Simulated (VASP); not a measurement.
# Hg (P-1) in VASP: a series of runs

Hg is run at these levels: LDA; tasks: single point.

Program: VASP 6.6.1. These are calculated values, not measurements. Logs are shortened: lines on timing, memory, paths and dates and some standing lists are left out, and cuts for length are marked.

### Step 1. The cell of the first run

The typed cell holds 1 atom: a = 2.974 Å, b = 3.020 Å, c = 2.997 Å, α = 71.60°, β = 69.42°, γ = 70.52°.

### Step 2. Single point, LDA (strain -0.0400 x Voigt [0, 0, 0, 0, 0, 1])

The input, INCAR:

```
SYSTEM = Hg
PREC = Accurate ; ENCUT = 520
EDIFF = 1E-7 ; ISMEAR = 0
SIGMA = 0.15 ; LREAL = .FALSE.
LASPH = .TRUE. ; NELM = 100
ALGO = Normal ; ISIF = 2
LWAVE = .FALSE. ; LCHARG = .FALSE.
GGA = CA ; NBANDS = 12
```

The input, KPOINTS:

```
Automatic mesh
0
G
  18 18 18
  0 0 0
```

The input, POSCAR:

```
Hg
1.0
    1.7100241307      0.9642162195      2.2340000000
   -1.7499767799      1.0334162377      2.2340000000
    0.0399526491     -1.9976324571      2.2340000000
Hg
1
Direct
    0.0000000000      0.0000000000      0.0000000000
```

Potentials or basis: VASP PAW LDA potentials, release 64 (Hg).

Run with:

```bash
> cat potpaw_LDA.64/Hg/POTCAR > POTCAR
> mpirun -np 1 vasp_std > vasp.out
```

OUTCAR:

```text
SYSTEM = Hg
   PREC = Accurate
   ENCUT = 520
   EDIFF = 1E-7
   ISMEAR = 0
   LREAL = .FALSE.
   LASPH = .TRUE.
   NELM = 100
   ISIF = 2
   GGA = CA

 ion  position               nearest neighbor table
   1  0.000  0.000  0.000-

  LATTYP: Found a triclinic cell.
 ALAT       =     5.8345151603
 B/A-ratio  =     0.6033234704
 C/A-ratio  =     1.9438117339
 COS(alpha) =     0.0034626439
 COS(beta)  =     0.4093685844
 COS(gamma) =     0.9083505696

  Lattice vectors:

 A1 = (   3.5399062089,  -4.0644649325,  -2.2340000000)
 A2 = (   1.7899294290,  -3.0310486948,   0.0000000000)
 A3 = (   1.7100241309,   0.9642162193, -11.1700000000)

Analysis of symmetry for initial positions (statically):
=====================================================================
 Subroutine PRICEL returns:
 Original cell was already a primitive cell.

 Routine SETGRP: Setting up the symmetry group for a
 triclinic supercell.

 Subroutine GETGRP returns: Found  2 space group operations
 (whereof  2 operations were pure point group operations)
 out of a pool of  2 trial point group operations.

The static configuration has the point symmetry S_2 .

Analysis of symmetry for dynamics (positions and initial velocities):
=====================================================================
 Subroutine PRICEL returns:
 Original cell was already a primitive cell.

 Routine SETGRP: Setting up the symmetry group for a
 triclinic supercell.

 Subroutine GETGRP returns: Found  2 space group operations
 (whereof  2 operations were pure point group operations)
 out of a pool of  2 trial point group operations.

The dynamic configuration has the point symmetry S_2 .

 Subroutine INISYM returns: Found  2 space group operations
 (whereof  2 operations are pure point group operations),
 and found     1 'primitive' translations

----------------------------------------------------------------------------------------

                                     Primitive cell

  volume of cell :      23.1522

  direct lattice vectors                    reciprocal lattice vectors
     1.710024131  0.964216220  2.234000000     0.292471538  0.172713626  0.149209191
    -1.749976780  1.033416238  2.234000000    -0.285794299  0.161148310  0.149209191
     0.039952649 -1.997632457  2.234000000    -0.006677239 -0.333861936  0.149209191

  length of vectors
     2.973995872  3.020119840  2.997146584     0.370989191  0.360431050  0.365748220

  position of ions in fractional coordinates (direct lattice)
     0.000000000  0.000000000  0.000000000

  ion indices of the primitive-cell ions
   primitive index   ion index
                 1           1

----------------------------------------------------------------------------------------

 KPOINTS: Automatic mesh

Automatic generation of k-mesh.
 Grid dimensions read from file:
 generate k-points for:   18   18   18

 Generating k-lattice:

  Cartesian coordinates                     Fractional coordinates (reciprocal lattice)
     0.016248419  0.009595201  0.008289400     0.055555556 -0.000000000  0.000000000
    -0.015877461  0.008952684  0.008289400     0.000000000  0.055555556  0.000000000
    -0.000370958 -0.018547885  0.008289400     0.000000000  0.000000000  0.055555556

  Length of vectors
     0.020610511  0.020023947  0.020319346

  Shift w.r.t. Gamma in fractional coordinates (k-lattice)
     0.000000000  0.000000000  0.000000000

 Subroutine IBZKPT returns following result:
 ===========================================

 Found   2920 irreducible k-points:

 Following reciprocal coordinates:
            Coordinates               Weight
  0.000000  0.000000  0.000000      1.000000
  0.055556 -0.000000  0.000000      2.000000
  0.111111 -0.000000  0.000000      2.000000
  0.166667 -0.000000  0.000000      2.000000
  0.222222  0.000000  0.000000      2.000000
  0.277778  0.000000 -0.000000      2.000000
[... 16 lines left out ...]
 -0.333333  0.055556  0.000000      2.000000
 -0.277778  0.055556  0.000000      2.000000
 [... further k-points ...]
   k-points           NKPTS =   2920   k-points in BZ     NKDIM =   2920   number of bands    NBANDS=     12
   number of dos      NEDOS =    301   number of ions     NIONS =      1
   total plane-waves  NPLWV =  13824
   dimension x,y,z NGX =    24 NGY =   24 NGZ =   24
   dimension x,y,z NGXF=    48 NGYF=   48 NGZF=   48
   ions per type =               1
   NGX,Y,Z   is equivalent  to a cutoff of  13.42, 13.21, 13.31 a.u.
   NGXF,Y,Z  is equivalent  to a cutoff of  26.83, 26.42, 26.62 a.u.
 SYSTEM =  Hg
   PREC   = accura    normal or accurate (medium, high low for compatibility)
   ISTART =      0    job   : 0-new  1-cont  2-samecut
   ICHARG =      2    charge: 1-file 2-atom 10-const
   ISPIN  =      1    spin polarized calculation?
   LNONCOLLINEAR =      F non collinear calculations
   LSORBIT =      F    spin-orbit coupling
   LASPH  =      T    aspherical Exc in radial PAW
   ENCUT  =  520.0 eV  38.22 Ry    6.18 a.u.   5.53  5.62  5.57*2*pi/ulx,y,z
   NELM   =    100;   NELMIN=  2; NELMDL= -5     # of ELM steps
   EDIFF  = 0.1E-06   stopping-criterion for ELM
   LREAL  =      F    real-space projection
   EDIFFG = 0.1E-05   stopping-criterion for IOM
   NSW    =      0    number of steps for IOM
   IBRION =     -1    ionic relax: 0-MD 1-quasi-New 2-CG
   NFREE  =      0    steps in history (QN), initial steepest desc. (CG)
   ISIF   =      2    stress and relaxation
   ISYM   =      2    0-nonsym 1-usesym 2-fastsym
   POTIM  = 0.5000    time-step for ionic-motion
   TEBEG  =    0.0;   TEEND  =   0.0 temperature during run
   PSTRESS=    0.0 pullay stress
   NELECT =      12.0000    total number of electrons
   NUPDOWN=      -1.0000    fix difference up-down
   EMIN   =  10.00;   EMAX   =-10.00  energy-range for DOS
   EFERMI =   0.00;   METHOD = LEGACY
   ISMEAR =     0;   SIGMA  =   0.15  broadening in eV -4-tet -1-fermi 0-gaus
   EFERMI_NEDOS =   21; number of points for ismear=-14 and -15
   IALGO  =     38    algorithm
   IMIX   =      4    mixing-type and parameters
     AMIX     =   0.40;   BMIX     =  1.00
     AMIX_MAG =   1.60;   BMIX_MAG =  1.00
  volume/ion in A,a.u.               =      23.15       156.24
  Fermi-wavevector in a.u.,A,eV,Ry     =   1.315036  2.485058 23.528835  1.729321
  Thomas-Fermi vector in A             =   2.445247
   LORBIT       =      0    0 simple, 1 ext, 2 COOP (PROOUT), +10 PAW based schemes
   GGA     = CA    functional components
   LHFCALC =     F    Hartree Fock is set to
   AEXX    =    0.0000 exact exchange contribution
   IVDW    =     0    specifies the selected vdW correction
   LEPSILON=     F    determine dielectric tensor
   LRPA    =     F    only Hartree local field effects (RPA)
 non-spin polarized calculation
 Gauss-broadening in eV      SIGMA  =   0.15
  energy-cutoff  :      520.00
  volume of cell :       23.15
 maximum number of plane-waves:       644
 NGX is ok and might be reduce to    24
   NGX = 11   NGY = 11   NGZ = 11

 number of electron      12.0000001 magnetization

 Free energy of the ion-electron system (eV)
  ---------------------------------------------------
  ext. energy  EPLUGINS =         0.00000000
  ---------------------------------------------------
  free energy    TOTEN  =        -0.96051679 eV

  energy without entropy =       -0.95660889  energy(sigma->0) =       -0.95856284

 E-fermi :   2.7387     XC(G=0): -11.2666

 val. band max:        2.7344258582   @ k =  -0.3889  -0.3889   0.3889
 cond. band min:       2.7453221843   @ k =  -0.2222   0.4444   0.5000
 fundamental gap:      0.0108963261
 Fermi energy:         2.7387366272

 k-point     1 :       0.0000    0.0000    0.0000
  band No.  band energies     occupation
      1      -6.6651      2.00000
      2      -5.0755      2.00000
      3      -5.0255      2.00000
      4      -3.7368      2.00000
      5      -3.5679      2.00000
      6      -3.5083      2.00000
      7      14.5848      0.00000
      8      15.1969      0.00000
      9      15.8541      0.00000
     10      19.7713      0.00000
     11      21.0106      0.00000
     12      21.5402      0.00000

 k-point     2 :       0.0556   -0.0000    0.0000
  band No.  band energies     occupation
      1      -6.5894      2.00000
      2      -5.0684      2.00000
      3      -5.0070      2.00000
      4      -3.7350      2.00000
      5      -3.5778      2.00000
      6      -3.5140      2.00000
      7      14.6311      0.00000
      8      15.0127      0.00000
      9      15.2590      0.00000
     10      19.9703      0.00000
     11      20.9982      0.00000
     12      22.0838      0.00000

 k-point     3 :       0.1111   -0.0000    0.0000
  band No.  band energies     occupation
      1      -6.3737      2.00000
      2      -5.0516      2.00000
      3      -4.9438      2.00000
      4      -3.7248      2.00000
      5      -3.6041      2.00000
      6      -3.5294      2.00000
      7      13.3325      0.00000
      8      14.7613      0.00000
      9      15.3310      0.00000
     10      20.1667      0.00000
     11      20.9062      0.00000
     12      23.0619      0.00000

 k-point     4 :       0.1667   -0.0000    0.0000
  band No.  band energies     occupation
      1      -6.0655      2.00000
      2      -5.0339      2.00000
      3      -4.8006      2.00000
      4      -3.6959      2.00000
      5      -3.6357      2.00000
      6      -3.5491      2.00000
      7      11.4109      0.00000
      8      14.9176      0.00000
      9      15.4210      0.00000
     10      20.3154      0.00000
     11      20.7762      0.00000
     12      22.3231      0.00000

 k-point     5 :       0.2222    0.0000    0.0000
  band No.  band energies     occupation
      1      -5.7786      2.00000
      2      -5.0247      2.00000
      3      -4.4782      2.00000
      4      -3.6602      2.00000
      5      -3.6500      2.00000
      6      -3.5559      2.00000
      7       9.4532      0.00000
      8      15.0371      0.00000
      9      15.4486      0.00000
     10      20.4249      0.00000
     11      20.6587      0.00000
     12      21.7495      0.00000
[... 228 lines left out ...]
      1      -5.5713      2.00000
      2      -5.0792      2.00000
      3      -3.7054      2.00000
      4      -3.6236      2.00000
      5      -3.2143      2.00000
      6      -0.3331      2.00000
      7       1.9885      2.00000
      8      13.9173      0.00000
      9      14.9131      0.00000
     10      19.8149      0.00000
     11      20.3091      0.00000
     12      21.3508      0.00000

 k-point    22 :      -0.3889    0.0556    0.0000
  band No.  band energies     occupation
      1      -5.5557      2.00000
      2      -5.0637      2.00000
      3      -3.6981      2.00000
      4      -3.6282      2.00000
      5      -3.2795      2.00000
      6      -1.6115      2.00000
      7       3.5990      0.00000
      8      13.6832      0.00000
      9      15.1825      0.00000
     10      20.0717      0.00000
     11      20.3099      0.00000
     12      21.5336      0.00000

 k-point    23 :      -0.3333    0.0556    0.0000
  band No.  band energies     occupation
      1      -5.5422      2.00000
      2      -5.0407      2.00000
      3      -3.6844      2.00000
      4      -3.6591      2.00000
      5      -3.3967      2.00000
      6      -2.6898      2.00000
      7       5.3191      0.00000
      8      13.5428      0.00000
      9      15.5010      0.00000
     10      20.1533      0.00000
     11      20.6290      0.00000
     12      21.7840      0.00000

 k-point    24 :      -0.2778    0.0556    0.0000
  band No.  band energies     occupation
      1      -5.5608      2.00000
      2      -5.0207      2.00000
      3      -3.8852      2.00000
      4      -3.6610      2.00000
      5      -3.5920      2.00000
      6      -3.3156      2.00000
      7       7.1328      0.00000
      8      13.4722      0.00000
      9      15.7803      0.00000
     10      20.0813      0.00000
     11      21.2305      0.00000
     12      22.1029      0.00000

 [... further k-points ...]
[... 5 lines left out ...]
  --------------------------------------------------------------------------------------
  -------------------------------------------------------------------------------------
  Total       -0.1001456     -0.0971022     -0.2618299      0.0291956      0.0072517      0.0175782
  in kB       -6.9302642     -6.7196597    -18.1191275      2.0203925      0.5018321      1.2164450
  external PRESSURE =     -10.5896838 kB  Pullay stress =       0.0000000 kB

 VOLUME and BASIS-vectors are now :
 -----------------------------------------------------------------------------
  energy-cutoff  :      520.00
  volume of cell :       23.15
      direct lattice vectors                 reciprocal lattice vectors
     1.710024131  0.964216220  2.234000000     0.292471538  0.172713626  0.149209191
    -1.749976780  1.033416238  2.234000000    -0.285794299  0.161148310  0.149209191
     0.039952649 -1.997632457  2.234000000    -0.006677239 -0.333861936  0.149209191

 POSITION                                       TOTAL-FORCE (eV/Angst)
 -----------------------------------------------------------------------------------
      0.00000      0.00000      0.00000         0.000000      0.000000      0.000000
 -----------------------------------------------------------------------------------
    total drift:                               -0.000000     -0.000000      0.000000

  FREE ENERGIE OF THE ION-ELECTRON SYSTEM (eV)
  ---------------------------------------------------
  free  energy   TOTEN  =        -0.9605167906 eV

  energy  without entropy=       -0.9566088870  energy(sigma->0) =       -0.95856284
```

It took 5.7 min on 1 thread of AMD EPYC 9R45 (Zen 5), shared host; peak memory 0.76 GiB.

What came out:

```
Free energy            : -0.9605 eV
Pressure               : -1.1 GPa
Band gap on the k mesh : zero (bands 6 and 7 overlap by 3.43 eV)
```

Caveat: the cell differs from its parent crystal (strain -0.0400 x Voigt [0, 0, 0, 0, 0, 1]); spin-orbit coupling is left out, which moves the levels of the heavy elements.

### Step 3. Single point, LDA (strain +0.0100 x Voigt [0, 0, 0, 0, 0, 1])

The input, INCAR:

```
ALGO = Normal
EDIFF = 1E-6
ENCUT = 550
GGA_COMPAT = F
ISIF = 2
ISMEAR = 0
LASPH = T
LCHARG = T
LELF = T
LREAL = F
LVHAR = T
LWAVE = F
NBANDS = 16
NELM = 120
PREC = Accurate
SIGMA = 0.15
```

The input, KPOINTS:

```
k-points
0
Gamma
  18 18 18
```

The input, POSCAR:

```
Hg
1.0
    1.7349945364      1.0074662309      2.2340000000
   -1.7250063742      0.9901662263      2.2340000000
   -0.0099881623     -1.9976324571      2.2340000000
Hg
1
Direct
    0.0000000000      0.0000000000      0.0000000000
```

Potentials or basis: VASP PAW LDA potentials, release 64 (Hg_sv_GW).

Run with:

```bash
> cat potpaw_LDA.64/Hg_sv_GW/POTCAR > POTCAR
> mpirun -np 1 vasp_std > vasp.out
```

It took 7.4 min on 1 thread of Intel Xeon Platinum 8259CL at 2.50GHz (Skylake/Cascade Lake), shared host; peak memory 1.4 GiB.

The run converged. Its results:

| Quantity | Value |
| --- | --- |
| Free energy | -0.9744 eV |
| Pressure | -1.7 GPa |
| Band gap on the k mesh | zero (bands 10 and 11 overlap by 3.30 eV) |

Stress tensor (GPa, compression positive):
```
-1.32 -0.06 -0.01
-0.06 -1.32  0.00
-0.01  0.00 -2.61
```

Levels at points of the mesh, in eV from the Fermi level:
| k point | band 7 | band 8 | band 9 | band 10 | band 11 | band 12 | band 13 | band 14 |
| --- | --- | --- | --- | --- | --- | --- | --- | --- |
| (0.00, 0.00, 0.00) | -7.79 | -6.46 | -6.29 | -6.28 | 11.67 | 12.28 | 12.46 | 17.17 |
| (0.50, 0.00, 0.00) | -6.49 | -6.34 | -5.95 | -2.27 | -2.15 | 12.02 | 12.49 | 16.44 |
| (0.00, 0.50, 0.00) | -6.47 | -6.34 | -5.94 | -2.16 | -2.11 | 11.85 | 12.25 | 16.49 |
| (0.50, 0.50, 0.00) | -6.20 | -6.00 | -5.47 | -0.26 | 0.75 | 4.58 | 9.73 | 10.11 |
| (0.00, 0.00, 0.50) | -6.48 | -6.34 | -5.95 | -2.22 | -2.13 | 11.93 | 12.37 | 16.47 |
| (0.50, 0.00, 0.50) | -6.19 | -5.99 | -5.48 | -0.22 | 0.78 | 4.47 | 9.76 | 10.01 |
| (0.00, 0.50, 0.50) | -6.20 | -6.01 | -5.47 | -0.29 | 0.73 | 4.69 | 9.69 | 10.21 |
| (0.50, 0.50, 0.50) | -7.36 | -5.58 | -5.57 | -0.30 | 1.26 | 9.11 | 9.26 | 10.62 |

Caveat: the cell differs from its parent crystal (strain +0.0100 x Voigt [0, 0, 0, 0, 0, 1]); spin-orbit coupling is left out, which moves the levels of the heavy elements.
